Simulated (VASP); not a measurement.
# LiF (P6_3mc) in VASP: a series of runs

LiF is run at these levels: PBEsol; tasks: single point.

All numbers are computed with VASP 6.6.1; they aren't measurements. Logs are shortened: lines on timing, memory, paths and dates and some standing lists are left out, and cuts for length are marked.

### Step 1. The cell of the first run

The structure is hexagonal, space group P6_3mc (No. 186). Conventional cell: a = 3.061 Å, b = 3.061 Å, c = 5.192 Å, α = 90.00°, β = 90.00°, γ = 120.00°. Li (site symmetry 3m) has 4 F at 1.86 to 2.01 Å within 2.5 Å. Within 2.5 Å of F (site symmetry 3m) lie 4 Li at 1.86 to 2.01 Å.

### Step 2. Single point, PBEsol (strain +0.000 along x and y, +0.080 along z)

Contents of INCAR:

```
ALGO = Normal
EDIFF = 1E-6
ENCUT = 520
GGA = PS
ISIF = 2
ISMEAR = 0
LASPH = T
LCHARG = F
LREAL = F
LWAVE = F
NBANDS = 18
NELM = 100
PREC = Accurate
SIGMA = 0.05
```

Contents of KPOINTS:

```
k-points
0
Gamma
  9 9 6
```

Contents of POSCAR:

```
LiF
1.0
    3.0609398175      0.0000000000      0.0000000000
   -1.5304699087      2.6508516414      0.0000000000
    0.0000000000      0.0000000000      5.1919105356
Li F
2 2
Direct
    0.3333333333      0.6666666667      0.3811542600
    0.6666666667      0.3333333333      0.8811542600
    0.3333333333      0.6666666667      0.9938437400
    0.6666666667      0.3333333333      0.4938437400
```

Potentials or basis: VASP PAW PBE potentials, release 64 (Li_sv, F).

Run with:

```sh
$ cat potpaw_PBE.64/Li_sv/POTCAR potpaw_PBE.64/F/POTCAR > POTCAR
$ mpirun -np 1 vasp_std > vasp.out
```

OUTCAR:

```text
EDIFF = 1E-6
   ENCUT = 520
   GGA = PS
   ISIF = 2
   ISMEAR = 0
   LASPH = T
   LREAL = F
   NELM = 100
   PREC = Accurate

 ion  position               nearest neighbor table
   1  0.333  0.667  0.381-   4 1.86   4 1.86   4 1.86   3 2.01
   2  0.667  0.333  0.881-   3 1.86   3 1.86   3 1.86   4 2.01
   3  0.333  0.667  0.994-   2 1.86   2 1.86   2 1.86   1 2.01
   4  0.667  0.333  0.494-   1 1.86   1 1.86   1 1.86   2 2.01

  LATTYP: Found a hexagonal cell.
 ALAT       =     3.0609398175
 C/A-ratio  =     1.6961818412

  Lattice vectors:

 A1 = (   3.0609398175,   0.0000000000,   0.0000000000)
 A2 = (  -1.5304699087,   2.6508516414,   0.0000000000)
 A3 = (   0.0000000000,   0.0000000000,   5.1919105356)

Analysis of symmetry for initial positions (statically):
=====================================================================
 Subroutine PRICEL returns:
 Original cell was already a primitive cell.

 Routine SETGRP: Setting up the symmetry group for a
 hexagonal supercell.

 Subroutine GETGRP returns: Found 12 space group operations
 (whereof  6 operations were pure point group operations)
 out of a pool of 24 trial point group operations.

The static configuration has the point symmetry C_3v.
 The point group associated with its full space group is C_6v.

Analysis of symmetry for dynamics (positions and initial velocities):
=====================================================================
 Subroutine PRICEL returns:
 Original cell was already a primitive cell.

 Routine SETGRP: Setting up the symmetry group for a
 hexagonal supercell.

 Subroutine GETGRP returns: Found 12 space group operations
 (whereof  6 operations were pure point group operations)
 out of a pool of 24 trial point group operations.

The dynamic configuration has the point symmetry C_3v.
 The point group associated with its full space group is C_6v.

 Subroutine INISYM returns: Found 12 space group operations
 (whereof  6 operations are pure point group operations),
 and found     1 'primitive' translations

----------------------------------------------------------------------------------------

                                     Primitive cell

  volume of cell :      42.1277

  direct lattice vectors                    reciprocal lattice vectors
     3.060939817  0.000000000  0.000000000     0.326697047  0.188618628  0.000000000
[... 84 lines left out ...]
   ISPIN  =      1    spin polarized calculation?
   LNONCOLLINEAR =      F non collinear calculations
   LSORBIT =      F    spin-orbit coupling
   LASPH  =      T    aspherical Exc in radial PAW
   ENCUT  =  520.0 eV  38.22 Ry    6.18 a.u.   5.69  5.69  9.65*2*pi/ulx,y,z
   NELM   =    100;   NELMIN=  2; NELMDL= -5     # of ELM steps
   EDIFF  = 0.1E-05   stopping-criterion for ELM
   LREAL  =      F    real-space projection
   EDIFFG = 0.1E-04   stopping-criterion for IOM
   NSW    =      0    number of steps for IOM
   IBRION =     -1    ionic relax: 0-MD 1-quasi-New 2-CG
   NFREE  =      0    steps in history (QN), initial steepest desc. (CG)
   ISIF   =      2    stress and relaxation
   ISYM   =      2    0-nonsym 1-usesym 2-fastsym
   POTIM  = 0.5000    time-step for ionic-motion
   TEBEG  =    0.0;   TEEND  =   0.0 temperature during run
   PSTRESS=    0.0 pullay stress
   NELECT =      20.0000    total number of electrons
   NUPDOWN=      -1.0000    fix difference up-down
   EMIN   =  10.00;   EMAX   =-10.00  energy-range for DOS
   EFERMI =   0.00;   METHOD = LEGACY
   ISMEAR =     0;   SIGMA  =   0.05  broadening in eV -4-tet -1-fermi 0-gaus
   EFERMI_NEDOS =   21; number of points for ismear=-14 and -15
   IALGO  =     38    algorithm
   IMIX   =      4    mixing-type and parameters
     AMIX     =   0.40;   BMIX     =  1.00
     AMIX_MAG =   1.60;   BMIX_MAG =  1.00
  volume/ion in A,a.u.               =      10.53        71.07
  Fermi-wavevector in a.u.,A,eV,Ry     =   1.277112  2.413392 22.191311  1.631015
  Thomas-Fermi vector in A             =   2.409730
   LORBIT       =      0    0 simple, 1 ext, 2 COOP (PROOUT), +10 PAW based schemes
   GGA     = PS    functional components
   LHFCALC =     F    Hartree Fock is set to
   AEXX    =    0.0000 exact exchange contribution
   IVDW    =     0    specifies the selected vdW correction
   LEPSILON=     F    determine dielectric tensor
   LRPA    =     F    only Hartree local field effects (RPA)
 non-spin polarized calculation
 Gauss-broadening in eV      SIGMA  =   0.05
  energy-cutoff  :      520.00
  volume of cell :       42.13
 maximum number of plane-waves:      1172
 NGX is ok and might be reduce to    24
   NGX = 11   NGY = 11   NGZ = 19

 number of electron      19.9999993 magnetization

 Free energy of the ion-electron system (eV)
  ---------------------------------------------------
  ext. energy  EPLUGINS =         0.00000000
  ---------------------------------------------------
  free energy    TOTEN  =       -19.55210075 eV

  energy without entropy =      -19.55210075  energy(sigma->0) =      -19.55210075

 E-fermi :  -2.6851     XC(G=0):  -8.7558

 val. band max:       -2.8955823913   @ k =   0.0000   0.0000   0.0000
 cond. band min:       4.5195380777   @ k =   0.0000   0.0000   0.0000
 fundamental gap:      7.4151204690
 Fermi energy:        -2.6851417716

 k-point     1 :       0.0000    0.0000    0.0000
  band No.  band energies     occupation
      1     -42.7201      2.00000
      2     -42.6948      2.00000
      3     -22.0256      2.00000
      4     -21.8589      2.00000
      5      -4.8118      2.00000
      6      -3.1200      2.00000
[... 481 lines left out ...]
      5      -4.6401      2.00000
      6      -3.9674      2.00000
[... 10 lines left out ...]
     17      15.0135      0.00000
     18      17.6757      0.00000

 [... further k-points ...]
[... 5 lines left out ...]
  --------------------------------------------------------------------------------------
  -------------------------------------------------------------------------------------
  Total       -0.0552547     -0.0552547     -1.5542698     -0.0000000      0.0000000      0.0000000
  in kB       -2.1014169     -2.1014169    -59.1111715     -0.0000000      0.0000000      0.0000000
  external PRESSURE =     -21.1046685 kB  Pullay stress =       0.0000000 kB

 VOLUME and BASIS-vectors are now :
 -----------------------------------------------------------------------------
  energy-cutoff  :      520.00
  volume of cell :       42.13
      direct lattice vectors                 reciprocal lattice vectors
     3.060939817  0.000000000  0.000000000     0.326697047  0.188618628  0.000000000
    -1.530469909  2.650851641  0.000000000     0.000000000  0.377237256  0.000000000
     0.000000000  0.000000000  5.191910536     0.000000000  0.000000000  0.192607325

 POSITION                                       TOTAL-FORCE (eV/Angst)
 -----------------------------------------------------------------------------------
     -0.00000      1.76723      1.97892         0.000000     -0.000000     -0.169631
      1.53047      0.88362      4.57487        -0.000000      0.000000     -0.169631
     -0.00000      1.76723      5.15995         0.000000      0.000000      0.169631
      1.53047      0.88362      2.56399        -0.000000      0.000000      0.169631
 -----------------------------------------------------------------------------------
    total drift:                                0.000001      0.000001      0.000736

  FREE ENERGIE OF THE ION-ELECTRON SYSTEM (eV)
  ---------------------------------------------------
  free  energy   TOTEN  =       -19.5521007524 eV

  energy  without entropy=      -19.5521007524  energy(sigma->0) =      -19.55210075
```

OSZICAR:

```text
N       E                     dE             d eps       ncg     rms          rms(c)
DAV:   1     0.119097184603E+03    0.11910E+03   -0.10836E+04  1736   0.120E+03
DAV:   2    -0.105250256487E+02   -0.12962E+03   -0.12676E+03  2020   0.294E+02
DAV:   3    -0.206980465895E+02   -0.10173E+02   -0.10121E+02  3224   0.618E+01
DAV:   4    -0.208080278935E+02   -0.10998E+00   -0.10985E+00  2268   0.735E+00
DAV:   5    -0.208094623280E+02   -0.14344E-02   -0.14338E-02  2316   0.684E-01    0.677E+00
DAV:   6    -0.195125914561E+02    0.12969E+01   -0.35081E+00  1818   0.140E+01    0.235E+00
DAV:   7    -0.195232963111E+02   -0.10705E-01   -0.11596E-01  1934   0.235E+00    0.149E+00
DAV:   8    -0.195521428677E+02   -0.28847E-01   -0.59104E-02  2200   0.239E+00    0.369E-01
DAV:   9    -0.195510849751E+02    0.10579E-02   -0.78627E-03  2192   0.745E-01    0.102E-01
DAV:  10    -0.195521095414E+02   -0.10246E-02   -0.13915E-03  1854   0.257E-01    0.446E-02
DAV:  11    -0.195520980362E+02    0.11505E-04   -0.60565E-05  2480   0.705E-02    0.840E-03
DAV:  12    -0.195521006186E+02   -0.25824E-05   -0.58345E-06  1872   0.203E-02    0.162E-03
DAV:  13    -0.195521007524E+02   -0.13383E-06   -0.35626E-07  1808   0.493E-03
   1 F= -.19552101E+02 E0= -.19552101E+02  d E =-.150195E-11
```

stdout:

```text
POSCAR found type information on POSCAR LiF
 POSCAR found :  2 types and       4 ions
 scaLAPACK will be used
 -----------------------------------------------------------------------------
|                                                                             |
|                                                                             |
|     You enforced a specific xc type in the INCAR file but a different       |
|     I HOPE YOU KNOW WHAT YOU ARE DOING!                                     |
|                                                                             |
 -----------------------------------------------------------------------------

 LDA part: xc-table for (Slater+PW92), standard interpolation
 POSCAR, INCAR and KPOINTS ok, starting setup
 FFT: planning ... GRIDC
 FFT: planning ... GRID_SOFT
 FFT: planning ... GRID
 WAVECAR not read
 entering main loop
```

It took 11 s on 1 thread of Intel Xeon 6975P-C (Granite Rapids), shared host; peak memory 0.16 GiB.

What came out:

```
Free energy            : -19.5521 eV
Largest force          : 0.170 eV/Å
Band gap on the k mesh : 7.42 eV, direct
```

Forces on the atoms (eV/Å):
```
Li   0.000  0.000 -0.170
Li   0.000  0.000 -0.170
F    0.000  0.000  0.170
F    0.000  0.000  0.170
```

Caveat: the cell differs from its parent crystal (strain +0.000 along x and y, +0.080 along z); the cutoff is under 1.25 times the usual one of these potentials, so pressure, stress and relaxed cells hold a basis-set (Pulay) error; the PAW data sets were made with another functional, which shifts forces and pressure a little. A k mesh can miss the band edges.

### Step 3. Single point, PBEsol (strain +0.080 along x and y, -0.080 along z)

Contents of INCAR:

```
SYSTEM = LiF
PREC = Accurate
ENCUT = 520
EDIFF = 1E-6
ISMEAR = 0
SIGMA = 0.05
LREAL = .False.
LASPH = .True.
NELM = 100
ALGO = Normal
ISIF = 2
LWAVE = .False.
LCHARG = .False.
GGA = PS
NBANDS = 18
```

Contents of KPOINTS:

```
Automatic mesh
0
Gamma
  9 9 6
  0 0 0
```

Contents of POSCAR:

```
LiF
1.0
    3.3058150029      0.0000000000      0.0000000000
   -1.6529075014      2.8629197727      0.0000000000
    0.0000000000      0.0000000000      4.4227386044
Li F
2 2
Direct
    0.3333333333      0.6666666667      0.3811542600
    0.6666666667      0.3333333333      0.8811542600
    0.3333333333      0.6666666667      0.9938437400
    0.6666666667      0.3333333333      0.4938437400
```

Potentials or basis: VASP PAW PBE potentials, release 64 (Li_sv, F).

Run with:

```sh
$ cat potpaw_PBE.64/Li_sv/POTCAR potpaw_PBE.64/F/POTCAR > POTCAR
$ mpirun -np 1 vasp_std > vasp.out
```

It took 16 s on 1 thread of Intel Xeon 6975P-C (Granite Rapids), shared host; peak memory 0.17 GiB.

The run converged. Its results:

| Item | Value |
| --- | --- |
| Free energy | -19.4132 eV |
| Largest force | 0.864 eV/Å |
| Band gap on the k mesh | 7.26 eV, direct |

Forces in eV/Å, atoms in the order of the input:
```
Li   0.000  0.000  0.864
Li   0.000  0.000  0.864
F    0.000  0.000 -0.864
F    0.000  0.000 -0.864
```

Levels at points of the mesh, in eV from the valence-band top:
```tsv
k point	band 7	band 8	band 9	band 10	band 11	band 12	band 13	band 14
(0.00, 0.00, 0.00)	-0.74	-0.20	-0.20	0.00	7.26	12.47	15.52	16.84
(0.00, 0.00, 0.50)	-0.47	-0.47	-0.47	-0.47	9.17	9.17	17.04	17.04
```

Caveat: the cell differs from its parent crystal (strain +0.080 along x and y, -0.080 along z); the cutoff is under 1.25 times the usual one of these potentials, so pressure, stress and relaxed cells hold a basis-set (Pulay) error; the PAW data sets were made with another functional, which shifts forces and pressure a little. A k mesh can miss the band edges.
